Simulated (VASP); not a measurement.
# H (P4/mmm) in VASP: further runs, part 2 of 2

VASP 6.6.1. The steps go on from the part before.

## 6. Single point, PBE, non-collinear spin, zero start, spin-orbit coupling

Contents of INCAR:

```
SYSTEM = H
PREC = Accurate
ENCUT = 500
EDIFF = 1E-6
ISMEAR = 0
SIGMA = 0.1
LREAL = .FALSE.
LASPH = .TRUE.
NELM = 200
ALGO = Normal
ISIF = 2
LWAVE = .FALSE.
LCHARG = .FALSE.
MAGMOM = 0 0 0
LORBIT = 11
LSORBIT = .TRUE.
GGA_COMPAT = .FALSE.
LORBMOM = .TRUE.
GGA = PE
NBANDS = 12
```

Contents of KPOINTS:

```
Automatic mesh
0
G
  5 5 12
  0 0 0
```

Contents of POSCAR:

```
H
1.0
    2.6496387389      0.0000000000      0.0000000000
    0.0000000000      2.6496387389      0.0000000000
    0.0000000000      0.0000000000      0.9804929200
H
1
Direct
    0.0000000000      0.0000000000      0.5000000000
```

Potentials or basis: VASP PAW PBE potentials, release 64 (H).

Run with:

```
$ cat potpaw_PBE.64/H/POTCAR > POTCAR
$ mpirun -np 1 vasp_ncl > vasp.out
```

OUTCAR:

```text
SYSTEM = H
   PREC = Accurate
   ENCUT = 500
   EDIFF = 1E-6
   ISMEAR = 0
   LREAL = .FALSE.
   LASPH = .TRUE.
   NELM = 200
   ISIF = 2
   LORBIT = 11
   LSORBIT = .TRUE.
   GGA = PE

 ion  position               nearest neighbor table
   1  0.000  0.000  0.500-

  LATTYP: Found a simple tetragonal cell.
 ALAT       =     2.6496387389
 C/A-ratio  =     0.3700477750

  Lattice vectors:

 A1 = (   2.6496387389,   0.0000000000,   0.0000000000)
 A2 = (   0.0000000000,   2.6496387389,   0.0000000000)
 A3 = (   0.0000000000,   0.0000000000,   0.9804929200)

Analysis of symmetry for initial positions (statically):
=====================================================================
 Subroutine PRICEL returns:
 Original cell was already a primitive cell.

 Routine SETGRP: Setting up the symmetry group for a
 simple tetragonal supercell.

 Subroutine GETGRP returns: Found 16 space group operations
 (whereof 16 operations were pure point group operations)
 out of a pool of 16 trial point group operations.

The static configuration has the point symmetry D_4h.

Analysis of symmetry for dynamics (positions and initial velocities):
=====================================================================
 Subroutine PRICEL returns:
 Original cell was already a primitive cell.

 Routine SETGRP: Setting up the symmetry group for a
 simple tetragonal supercell.

 Subroutine GETGRP returns: Found 16 space group operations
 (whereof 16 operations were pure point group operations)
 out of a pool of 16 trial point group operations.

The dynamic configuration has the point symmetry D_4h.

Analysis of structural, dynamic, and magnetic symmetry:
=====================================================================
 Subroutine PRICEL returns:
 Original cell was already a primitive cell.

 Routine SETGRP: Setting up the symmetry group for a
 simple tetragonal supercell.

 Subroutine GETGRP returns: Found 16 space group operations
 (whereof 16 operations were pure point group operations)
 out of a pool of 16 trial point group operations.

The overall configuration has the point symmetry D_4h.

 Subroutine INISYM returns: Found 16 space group operations
 (whereof 16 operations are pure point group operations),
 and found     1 'primitive' translations

----------------------------------------------------------------------------------------

                                     Primitive cell

  volume of cell :       6.8836

  direct lattice vectors                    reciprocal lattice vectors
     2.649638739  0.000000000  0.000000000     0.377409941  0.000000000  0.000000000
     0.000000000  2.649638739  0.000000000     0.000000000  0.377409941  0.000000000
     0.000000000  0.000000000  0.980492920     0.000000000  0.000000000  1.019895177

  length of vectors
     2.649638739  2.649638739  0.980492920     0.377409941  0.377409941  1.019895177

  position of ions in fractional coordinates (direct lattice)
     0.000000000  0.000000000  0.500000000

  ion indices of the primitive-cell ions
   primitive index   ion index
                 1           1

----------------------------------------------------------------------------------------

 KPOINTS: Automatic mesh

Automatic generation of k-mesh.
 Grid dimensions read from file:
 generate k-points for:    5    5   12
[... 95 lines left out ...]
 Gauss-broadening in eV      SIGMA  =   0.10
  energy-cutoff  :      500.00
  volume of cell :        6.88
 maximum number of plane-waves:       368
 NGX is ok and might be reduce to    20
   NGX =  9   NGY =  9   NGZ =  3

 number of electron       0.9999999 magnetization      -0.0000000     -0.0000000     -0.0000000

 number of electron       0.9999999 magnetization       0.0000000      0.0000000      0.0000000

 Free energy of the ion-electron system (eV)
  ---------------------------------------------------
  ext. energy  EPLUGINS =         0.00000000
  ---------------------------------------------------
  free energy    TOTEN  =        -2.90914433 eV

  energy without entropy =       -2.90836656  energy(sigma->0) =       -2.90875544

 E-fermi :  -1.5503     XC(G=0):  -6.8490

 val. band max:       -1.6316672234   @ k =   0.4000   0.0000   0.2500
 cond. band min:      -1.2695831819   @ k =   0.4000   0.2000   0.2500
 fundamental gap:      0.3620840415
 Fermi energy:        -1.5503498558

 k-point     1 :       0.0000    0.0000    0.0000
  band No.  band energies     occupation
      1     -12.5482      1.00000
      2     -12.5482      1.00000
      3       8.3349      0.00000
      4       8.3349      0.00000
      5      14.1748      0.00000
      6      14.1748      0.00000
      7      14.1749      0.00000
      8      14.1749      0.00000
      9      17.2004      0.00000
     10      17.2004      0.00000
     11      34.9825      0.00000
     12      34.9825      0.00000
[... 331 lines left out ...]
 k-point    24 :       0.4000    0.4000    0.2500
  band No.  band energies     occupation
      1      -0.5948      0.00000
      2      -0.5948      0.00000
      3      13.9884      0.00000
      4      13.9884      0.00000
      5      15.2274      0.00000
      6      15.2274      0.00000
      7      20.6228      0.00000
      8      20.6228      0.00000
      9      42.4528      0.00000
     10      42.4528      0.00000
     11      48.0951      0.00000
     12      48.0951      0.00000

 [... further k-points ...]
[... 5 lines left out ...]
  --------------------------------------------------------------------------------------
  -------------------------------------------------------------------------------------
  Total       -0.1188024     -0.1188024      0.5019302      0.0000000      0.0000000      0.0000000
  in kB      -27.6514603    -27.6514603    116.8250814      0.0000000      0.0000000      0.0000000
  external PRESSURE =      20.5073869 kB  Pullay stress =       0.0000000 kB

 VOLUME and BASIS-vectors are now :
 -----------------------------------------------------------------------------
  energy-cutoff  :      500.00
  volume of cell :        6.88
      direct lattice vectors                 reciprocal lattice vectors
     2.649638739  0.000000000  0.000000000     0.377409941  0.000000000  0.000000000
     0.000000000  2.649638739  0.000000000     0.000000000  0.377409941  0.000000000
     0.000000000  0.000000000  0.980492920     0.000000000  0.000000000  1.019895177

 POSITION                                       TOTAL-FORCE (eV/Angst)
 -----------------------------------------------------------------------------------
      0.00000      0.00000      0.49025         0.000000      0.000000      0.000000
 -----------------------------------------------------------------------------------
    total drift:                               -0.000000      0.000000      0.000000

  FREE ENERGIE OF THE ION-ELECTRON SYSTEM (eV)
  ---------------------------------------------------
  free  energy   TOTEN  =        -2.9091443255 eV

  energy  without entropy=       -2.9083665576  energy(sigma->0) =       -2.90875544

 orbital moment (x)

 # of ion     p       tot
 --------------------------------
  1         0.000   0.000
 --------------------------------
            0.000   0.000

 orbital moment (y)

 # of ion     p       tot
 --------------------------------
  1         0.000   0.000
 --------------------------------
            0.000   0.000

 orbital moment (z)

 # of ion     p       tot
 --------------------------------
  1        -0.000  -0.000
 --------------------------------
           -0.000  -0.000

 Spin-Orbit-Coupling matrix elements

 Ion:    1  E_soc:     -0.0000000
 l=   1
     0.0000000    -0.0000000    -0.0000000
    -0.0000000     0.0000000    -0.0000000
    -0.0000000    -0.0000000     0.0000000
 l=   2
     0.0000000     0.0000000     0.0000000     0.0000000     0.0000000
     0.0000000     0.0000000     0.0000000     0.0000000     0.0000000
     0.0000000     0.0000000     0.0000000     0.0000000     0.0000000
     0.0000000     0.0000000     0.0000000     0.0000000     0.0000000
     0.0000000     0.0000000     0.0000000     0.0000000     0.0000000
 l=   3
     0.0000000     0.0000000     0.0000000     0.0000000     0.0000000     0.0000000     0.0000000
     0.0000000     0.0000000     0.0000000     0.0000000     0.0000000     0.0000000     0.0000000
     0.0000000     0.0000000     0.0000000     0.0000000     0.0000000     0.0000000     0.0000000
     0.0000000     0.0000000     0.0000000     0.0000000     0.0000000     0.0000000     0.0000000
     0.0000000     0.0000000     0.0000000     0.0000000     0.0000000     0.0000000     0.0000000
     0.0000000     0.0000000     0.0000000     0.0000000     0.0000000     0.0000000     0.0000000
     0.0000000     0.0000000     0.0000000     0.0000000     0.0000000     0.0000000     0.0000000

 total charge

# of ion       s       p       d       tot
------------------------------------------
    1        0.540   0.026   0.000   0.567

 magnetization (x)

# of ion       s       p       d       tot
------------------------------------------
    1       -0.000   0.000   0.000   0.000

 magnetization (y)

# of ion       s       p       d       tot
------------------------------------------
    1        0.000   0.000   0.000   0.000

 magnetization (z)

# of ion       s       p       d       tot
------------------------------------------
    1       -0.000  -0.000   0.000  -0.000
```

It took 15 s on 1 thread of Intel Xeon 8259CL, shared host; peak memory 0.12 GiB.

Results:

```yaml
Free_energy: -2.9091 eV
Pressure: 2.1 GPa
Net_moment: 0.00 μB per cell
Valence_electrons_inside_the_program's_atomic_spheres: H 0.57
```

Moments on the atoms (μB; x, y, z):
```
H   0.00 0.00 0.00
```

Caveat: the k points lie up to 0.53 Å⁻¹ apart.

## 7. Summary

| level | spin | cell | k mesh | gap on the mesh (eV) | pressure (GPa) | moment (μB) |
| --- | --- | --- | --- | --- | --- | --- |
| PBEsol | off | a = 2.650, b = 2.650, c = 0.980 Å, 1 atom | 8 × 8 × 22 | none | 1.4 | - |
| revPBE | off | a = 2.650, b = 2.650, c = 0.980 Å, 1 atom | 8 × 8 × 22 | none | 2.0 | - |
| PBE | off | a = 2.914, b = 2.914, c = 1.078 Å, 1 atom | 8 × 8 × 18 | none | -6.2 | - |
| PBE | collinear, zero start | a = 2.650, b = 2.650, c = 0.980 Å, 1 atom | 9 × 3 × 10 | none | -0.4 | 0.00 |
| PBE | non-collinear, zero start, SOC | a = 2.650, b = 2.650, c = 0.980 Å, 1 atom | 5 × 5 × 12 | - | 2.1 | 0.00 |

Alike in all rows: task single point; potentials or basis VASP PAW PBE potentials, release 64 (H); cutoff (eV) 500; smearing gaussian 0.1 eV.

Caveats: some runs use coarse meshes; the PAW data sets were made with another functional, which shifts forces and pressure a little (at least some runs); the cell stands under tension (at least some runs).

Total energies depend on the potentials used, so only differences within one code and one set of settings carry meaning.
